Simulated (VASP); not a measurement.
# Mo (Fd-3m) in VASP: further runs

The runs below take Mo through single point, with revPBE.

Program: VASP 6.6.1. These are calculated values, not measurements. Logs are shortened: lines on timing, memory, paths and dates and some standing lists are left out, and cuts for length are marked.

### 1 The cell of the first run

Symmetry: Fd-3m, No. 227, cubic system. Conventional cell: a = 5.718 Å, b = 5.718 Å, c = 5.718 Å, α = 90.00°, β = 90.00°, γ = 90.00°. Within 3.3 Å of Mo (site symmetry -43m) lie 4 Mo at 2.48 Å.

### 2 Single point, revPBE

The input, INCAR:

```
SYSTEM = Mo
ALGO = Normal ; EDIFF = 1E-6
ENCUT = 520 ; GGA = RE
ISIF = 2 ; ISMEAR = -1
LASPH = .True. ; LCHARG = .True.
LELF = .True. ; LREAL = .False.
LVHAR = .True. ; LWAVE = .False.
NBANDS = 21 ; NELM = 60
PREC = Accurate ; SIGMA = 0.1
```

The input, KPOINTS:

```
k-points
0
Gamma
  10 10 10
  0 0 0
```

The input, POSCAR:

```
Mo
1.0
    0.0000000000      2.8588492987      2.8588492987
    2.8588492987      0.0000000000      2.8588492987
    2.8588492987      2.8588492987      0.0000000000
Mo
2
Direct
    0.1250000000      0.1250000000      0.1250000000
    0.8750000000      0.8750000000      0.8750000000
```

Potentials or basis: VASP PAW PBE potentials, release 64 (Mo_sv).

Command:

```console
> cat potpaw_PBE.64/Mo_sv/POTCAR > POTCAR
> mpirun -np 1 vasp_std > vasp.out
```

OUTCAR:

```text
SYSTEM = Mo
   EDIFF = 1E-6
   ENCUT = 520
   GGA = RE
   ISIF = 2
   ISMEAR = -1
   LASPH = .True.
   LREAL = .False.
   NELM = 60
   PREC = Accurate

 ion  position               nearest neighbor table
   1  0.125  0.125  0.125-   2 2.48   2 2.48   2 2.48   2 2.48
   2  0.875  0.875  0.875-   1 2.48   1 2.48   1 2.48   1 2.48

  LATTYP: Found a face centered cubic cell.
 ALAT       =     5.7176985974

  Lattice vectors:

 A1 = (   0.0000000000,   2.8588492987,   2.8588492987)
 A2 = (   2.8588492987,   0.0000000000,   2.8588492987)
 A3 = (   2.8588492987,   2.8588492987,   0.0000000000)

Analysis of symmetry for initial positions (statically):
=====================================================================
 Subroutine PRICEL returns:
 Original cell was already a primitive cell.

 Routine SETGRP: Setting up the symmetry group for a
 face centered cubic supercell.

 Subroutine GETGRP returns: Found 48 space group operations
 (whereof 12 operations were pure point group operations)
 out of a pool of 48 trial point group operations.

The static configuration has the point symmetry D_3d.
 The point group associated with its full space group is O_h .

Analysis of symmetry for dynamics (positions and initial velocities):
=====================================================================
 Subroutine PRICEL returns:
 Original cell was already a primitive cell.

 Routine SETGRP: Setting up the symmetry group for a
 face centered cubic supercell.

 Subroutine GETGRP returns: Found 48 space group operations
 (whereof 12 operations were pure point group operations)
 out of a pool of 48 trial point group operations.

The dynamic configuration has the point symmetry D_3d.
 The point group associated with its full space group is O_h .

 Subroutine INISYM returns: Found 48 space group operations
 (whereof 12 operations are pure point group operations),
 and found     1 'primitive' translations

----------------------------------------------------------------------------------------

                                     Primitive cell

  volume of cell :      46.7309

  direct lattice vectors                    reciprocal lattice vectors
     0.000000000  2.858849299  2.858849299    -0.174895543  0.174895543  0.174895543
     2.858849299  0.000000000  2.858849299     0.174895543 -0.174895543  0.174895543
     2.858849299  2.858849299  0.000000000     0.174895543  0.174895543 -0.174895543

  length of vectors
     4.043023451  4.043023451  4.043023451     0.302927966  0.302927966  0.302927966

  position of ions in fractional coordinates (direct lattice)
     0.125000000  0.125000000  0.125000000
     0.875000000  0.875000000  0.875000000

  ion indices of the primitive-cell ions
   primitive index   ion index
                 1           1
                 2           2

----------------------------------------------------------------------------------------

 KPOINTS: k-points

Automatic generation of k-mesh.
 Grid dimensions read from file:
 generate k-points for:   10   10   10

 Generating k-lattice:

  Cartesian coordinates                     Fractional coordinates (reciprocal lattice)
    -0.017489554  0.017489554  0.017489554     0.100000000  0.000000000  0.000000000
     0.017489554 -0.017489554  0.017489554     0.000000000  0.100000000  0.000000000
     0.017489554  0.017489554 -0.017489554     0.000000000  0.000000000  0.100000000

  Length of vectors
     0.030292797  0.030292797  0.030292797

  Shift w.r.t. Gamma in fractional coordinates (k-lattice)
     0.000000000  0.000000000  0.000000000

 Subroutine IBZKPT returns following result:
 ===========================================

 Found     47 irreducible k-points:

 Following reciprocal coordinates:
            Coordinates               Weight
  0.000000  0.000000  0.000000      1.000000
  0.100000  0.000000  0.000000      8.000000
  0.200000  0.000000  0.000000      8.000000
  0.300000  0.000000  0.000000      8.000000
  0.400000  0.000000  0.000000      8.000000
  0.500000  0.000000  0.000000      4.000000
[... 16 lines left out ...]
  0.300000  0.300000  0.000000      6.000000
  0.400000  0.300000  0.000000     24.000000
 [... further k-points ...]
   k-points           NKPTS =     47   k-points in BZ     NKDIM =     47   number of bands    NBANDS=     21
   number of dos      NEDOS =    301   number of ions     NIONS =      2
   total plane-waves  NPLWV =  27000
   dimension x,y,z NGX =    30 NGY =   30 NGZ =   30
   dimension x,y,z NGXF=    60 NGYF=   60 NGZF=   60
   ions per type =               2
   NGX,Y,Z   is equivalent  to a cutoff of  12.34, 12.34, 12.34 a.u.
   NGXF,Y,Z  is equivalent  to a cutoff of  24.67, 24.67, 24.67 a.u.
 SYSTEM =  Mo
   PREC   = accura    normal or accurate (medium, high low for compatibility)
   ISTART =      0    job   : 0-new  1-cont  2-samecut
   ICHARG =      2    charge: 1-file 2-atom 10-const
   ISPIN  =      1    spin polarized calculation?
   LNONCOLLINEAR =      F non collinear calculations
   LSORBIT =      F    spin-orbit coupling
   LASPH  =      T    aspherical Exc in radial PAW
   ENCUT  =  520.0 eV  38.22 Ry    6.18 a.u.   7.52  7.52  7.52*2*pi/ulx,y,z
   NELM   =     60;   NELMIN=  2; NELMDL= -5     # of ELM steps
   EDIFF  = 0.1E-05   stopping-criterion for ELM
   LREAL  =      F    real-space projection
   EDIFFG = 0.1E-04   stopping-criterion for IOM
   NSW    =      0    number of steps for IOM
   IBRION =     -1    ionic relax: 0-MD 1-quasi-New 2-CG
   NFREE  =      0    steps in history (QN), initial steepest desc. (CG)
   ISIF   =      2    stress and relaxation
   ISYM   =      2    0-nonsym 1-usesym 2-fastsym
   POTIM  = 0.5000    time-step for ionic-motion
   TEBEG  =    0.0;   TEEND  =   0.0 temperature during run
   PSTRESS=    0.0 pullay stress
   NELECT =      28.0000    total number of electrons
   NUPDOWN=      -1.0000    fix difference up-down
   EMIN   =  10.00;   EMAX   =-10.00  energy-range for DOS
   EFERMI =   0.00;   METHOD = LEGACY
   ISMEAR =    -1;   SIGMA  =   0.10  broadening in eV -4-tet -1-fermi 0-gaus
   EFERMI_NEDOS =   21; number of points for ismear=-14 and -15
   IALGO  =     38    algorithm
   IMIX   =      4    mixing-type and parameters
     AMIX     =   0.40;   BMIX     =  1.00
     AMIX_MAG =   1.60;   BMIX_MAG =  1.00
  volume/ion in A,a.u.               =      23.37       157.68
  Fermi-wavevector in a.u.,A,eV,Ry     =   1.380150  2.608105 25.916563  1.904814
  Thomas-Fermi vector in A             =   2.505054
   LORBIT       =      0    0 simple, 1 ext, 2 COOP (PROOUT), +10 PAW based schemes
   GGA     = RE    functional components
   LHFCALC =     F    Hartree Fock is set to
   AEXX    =    0.0000 exact exchange contribution
   IVDW    =     0    specifies the selected vdW correction
   LEPSILON=     F    determine dielectric tensor
   LRPA    =     F    only Hartree local field effects (RPA)
 non-spin polarized calculation
  energy-cutoff  :      520.00
  volume of cell :       46.73
 maximum number of plane-waves:      1295
   NGX = 15   NGY = 15   NGZ = 15

 number of electron      28.0000005 magnetization

 Free energy of the ion-electron system (eV)
  ---------------------------------------------------
  ext. energy  EPLUGINS =         0.00000000
  ---------------------------------------------------
  free energy    TOTEN  =       -16.63875818 eV

  energy without entropy =      -16.54438737  energy(sigma->0) =      -16.59157278

 E-fermi :   6.7551     XC(G=0): -10.7090

 val. band max:        6.7514439429   @ k =  -0.2000   0.3000   0.1000
 cond. band min:       6.7675810599   @ k =   0.3000   0.2000   0.1000
 fundamental gap:      0.0161371170
 Fermi energy:         6.7550994283

 k-point     1 :       0.0000    0.0000    0.0000
  band No.  band energies     occupation
      1     -53.6741      2.00000
      2     -53.0297      2.00000
      3     -28.0656      2.00000
      4     -28.0656      2.00000
      5     -28.0656      2.00000
      6     -27.0042      2.00000
[... 13 lines left out ...]
     20      18.1034      0.00000
     21      18.8248      0.00000

 k-point     2 :       0.1000    0.0000    0.0000
  band No.  band energies     occupation
      1     -53.6627      2.00000
      2     -53.0419      2.00000
      3     -28.0787      2.00000
      4     -28.0787      2.00000
      5     -28.0646      2.00000
      6     -27.0054      2.00000
[... 13 lines left out ...]
     20      17.3078      0.00000
     21      18.8802      0.00000

 k-point     3 :       0.2000    0.0000    0.0000
  band No.  band energies     occupation
      1     -53.6304      2.00000
      2     -53.0760      2.00000
      3     -28.1114      2.00000
      4     -28.1114      2.00000
      5     -28.0624      2.00000
      6     -27.0077      2.00000
[... 13 lines left out ...]
     20      16.2280      0.00000
     21      17.1978      0.00000

 k-point     4 :       0.3000    0.0000    0.0000
  band No.  band energies     occupation
      1     -53.5841      2.00000
      2     -53.1246      2.00000
      3     -28.1491      2.00000
      4     -28.1491      2.00000
      5     -28.0608      2.00000
      6     -27.0092      2.00000
[... 13 lines left out ...]
     20      14.1263      0.00000
     21      16.6510      0.00000

 k-point     5 :       0.4000    0.0000    0.0000
  band No.  band energies     occupation
      1     -53.5378      2.00000
      2     -53.1727      2.00000
      3     -28.1780      2.00000
      4     -28.1780      2.00000
      5     -28.0604      2.00000
      6     -27.0093      2.00000
[... 13 lines left out ...]
     20      12.2296      0.00000
     21      16.5078      0.00000

 k-point     6 :       0.5000    0.0000    0.0000
  band No.  band energies     occupation
      1     -53.5166      2.00000
      2     -53.1947      2.00000
      3     -28.1886      2.00000
      4     -28.1886      2.00000
      5     -28.0605      2.00000
      6     -27.0091      2.00000
[... 13 lines left out ...]
     20      11.3808      0.00000
     21      16.4761      0.00000

 k-point     7 :       0.1000    0.1000    0.0000
  band No.  band energies     occupation
      1     -53.6588      2.00000
      2     -53.0460      2.00000
      3     -28.0943      2.00000
      4     -28.0943      2.00000
      5     -28.0398      2.00000
      6     -27.0316      2.00000
[... 13 lines left out ...]
     20      17.2082      0.00000
     21      18.5882      0.00000
[... 291 lines left out ...]
      1     -53.4803      2.00000
      2     -53.2320      2.00000
      3     -28.3019      2.00000
      4     -28.2201      2.00000
      5     -27.8693      2.00000
      6     -27.1961      2.00000
[... 13 lines left out ...]
     20      11.5013      0.00000
     21      14.4735      0.00000

 k-point    21 :      -0.3000    0.2000    0.0000
  band No.  band energies     occupation
      1     -53.5166      2.00000
      2     -53.1947      2.00000
      3     -28.2853      2.00000
      4     -28.1888      2.00000
      5     -27.9093      2.00000
      6     -27.1560      2.00000
[... 13 lines left out ...]
     20      12.8683      0.00000
     21      14.5084      0.00000

 k-point    22 :      -0.2000    0.2000    0.0000
  band No.  band energies     occupation
      1     -53.5655      2.00000
      2     -53.1440      2.00000
      3     -28.2393      2.00000
      4     -28.1507      2.00000
      5     -27.9668      2.00000
      6     -27.1004      2.00000
[... 13 lines left out ...]
     20      14.7801      0.00000
     21      15.0214      0.00000

 k-point    23 :       0.3000    0.3000    0.0000
  band No.  band energies     occupation
      1     -53.5444      2.00000
      2     -53.1659      2.00000
      3     -28.2379      2.00000
      4     -28.2379      2.00000
      5     -27.8495      2.00000
      6     -27.2306      2.00000
[... 13 lines left out ...]
     20      14.8741      0.00000
     21      14.8742      0.00000

 k-point    24 :       0.4000    0.3000    0.0000
  band No.  band energies     occupation
      1     -53.4986      2.00000
      2     -53.2132      2.00000
      3     -28.2750      2.00000
      4     -28.2648      2.00000
      5     -27.7850      2.00000
      6     -27.2943      2.00000
[... 13 lines left out ...]
     20      13.4227      0.00000
     21      14.1077      0.00000

 [... further k-points ...]
[... 5 lines left out ...]
  --------------------------------------------------------------------------------------
  -------------------------------------------------------------------------------------
  Total        0.0947841      0.0947841      0.0947841      0.0000000      0.0000000     -0.0000000
  in kB        3.2496920      3.2496920      3.2496920      0.0000000      0.0000000     -0.0000000
  external PRESSURE =       3.2496920 kB  Pullay stress =       0.0000000 kB

 VOLUME and BASIS-vectors are now :
 -----------------------------------------------------------------------------
  energy-cutoff  :      520.00
  volume of cell :       46.73
      direct lattice vectors                 reciprocal lattice vectors
     0.000000000  2.858849299  2.858849299    -0.174895543  0.174895543  0.174895543
     2.858849299  0.000000000  2.858849299     0.174895543 -0.174895543  0.174895543
     2.858849299  2.858849299  0.000000000     0.174895543  0.174895543 -0.174895543

 POSITION                                       TOTAL-FORCE (eV/Angst)
 -----------------------------------------------------------------------------------
      0.71471      0.71471      0.71471        -0.000000     -0.000000     -0.000000
      5.00299      5.00299      5.00299         0.000000      0.000000      0.000000
 -----------------------------------------------------------------------------------
    total drift:                               -0.000000      0.000000      0.000000

  FREE ENERGIE OF THE ION-ELECTRON SYSTEM (eV)
  ---------------------------------------------------
  free  energy   TOTEN  =       -16.6387581847 eV

  energy  without entropy=      -16.5443873655  energy(sigma->0) =      -16.59157278
```

Run time: 25 s. Hardware: 1 thread of Intel Xeon 6975P-C (Granite Rapids), shared host; peak memory 0.18 GiB.

Results:

* Free energy: -16.6388 eV
* Pressure: 0.3 GPa
* Band gap on the k mesh: zero (band 14 reaches 6.98 eV, above the bottom of band 15 at 6.59 eV)

Levels at points of the mesh, in eV from the Fermi level:
| k point | band 10 | band 11 | band 12 | band 13 | band 14 | band 15 | band 16 | band 17 | band 18 | band 19 |
| --- | --- | --- | --- | --- | --- | --- | --- | --- | --- | --- |
| (0.00, 0.00, 0.00) | -2.12 | -2.12 | -1.30 | -1.30 | -1.30 | 1.31 | 1.31 | 1.31 | 4.28 | 4.28 |
| (0.50, 0.00, 0.00) | -2.05 | -1.87 | -1.87 | -1.54 | -1.54 | 0.35 | 2.25 | 2.25 | 3.59 | 3.59 |
| (0.50, 0.50, 0.00) | -2.90 | -1.49 | -1.49 | -0.04 | -0.04 | 0.60 | 0.60 | 3.90 | 3.90 | 4.89 |

Caveat: the PAW data sets were made with another functional, which shifts forces and pressure a little.

### 3 Single point, revPBE (volume scaled by 0.88)

The input, INCAR:

```
SYSTEM = Mo
  PREC = Accurate
  ENCUT = 520
  EDIFF = 1E-6
  ISMEAR = -1
  SIGMA = 0.1
  LREAL = .FALSE.
  LASPH = .TRUE.
  NELM = 80
  ALGO = Normal
  ISIF = 2
  LWAVE = .FALSE.
  LCHARG = .FALSE.
  GGA = RE
  NBANDS = 21
```

The input, KPOINTS:

```
regular mesh
0
G
  11 11 11
  0 0 0
```

The input, POSCAR:

```
Mo
1.0
    0.0000000000      2.7395894597      2.7395894597
    2.7395894597      0.0000000000      2.7395894597
    2.7395894597      2.7395894597      0.0000000000
Mo
2
Direct
    0.1250000000      0.1250000000      0.1250000000
    0.8750000000      0.8750000000      0.8750000000
```

Potentials or basis: VASP PAW PBE potentials, release 64 (Mo_sv).

Command:

```console
> cat potpaw_PBE.64/Mo_sv/POTCAR > POTCAR
> mpirun -np 1 vasp_std > vasp.out
```

It took 29 s on 1 thread of Intel Xeon 6975P-C (Granite Rapids), shared host; peak memory 0.18 GiB.

Results (log left out):

```yaml
Free_energy: -16.3545 eV
Pressure: 17.6 GPa
Band_gap_on_the_k_mesh: zero (band 14 reaches 8.56 eV, above the bottom of band 15 at 8.06 eV)
```

Levels at points of the mesh, in eV from the Fermi level:
| k point | band 11 | band 12 | band 13 | band 14 | band 15 | band 16 | band 17 | band 18 |
| --- | --- | --- | --- | --- | --- | --- | --- | --- |
| (0.00, 0.00, 0.00) | -2.68 | -1.52 | -1.52 | -1.52 | 1.45 | 1.45 | 1.45 | 4.93 |

Caveat: the PAW data sets were made with another functional, which shifts forces and pressure a little.

(Continued in part 2 of 2.)
